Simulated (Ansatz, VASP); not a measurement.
# One calculation of BeS, two programs

```
CELL_PARAMETERS angstrom
0.00000 2.48205 2.48205
2.48205 0.00000 2.48205
2.48205 2.48205 0.00000
ATOMIC_POSITIONS crystal
Be 0.00000 0.00000 0.00000
S 0.25000 0.25000 0.25000
```

Alike in both runs: task single point; functional r2SCAN; k mesh 8 × 8 × 8; no spin polarisation.

```csv
,VASP,Ansatz
version,VASP 6.6.1,Ansatz 0.2.0
potentials or method,"VASP PAW PBE potentials, release 64 (Be, S)","plane waves, PAW"
plane-wave cutoff (eV),520,500
occupations,"gaussian, width 0.01 eV",fixed
valence electrons in the cell,8,8
```

|  | VASP | Ansatz | Ansatz less VASP |
| --- | --- | --- | --- |
| gap on the k mesh at the Fermi level (eV) | 3.72 | 3.71 | -0.009 |
| pressure (GPa) | -4.9 | -5.1 | -0.21 |

VASP's potentials were made for PBE, not for r2SCAN.
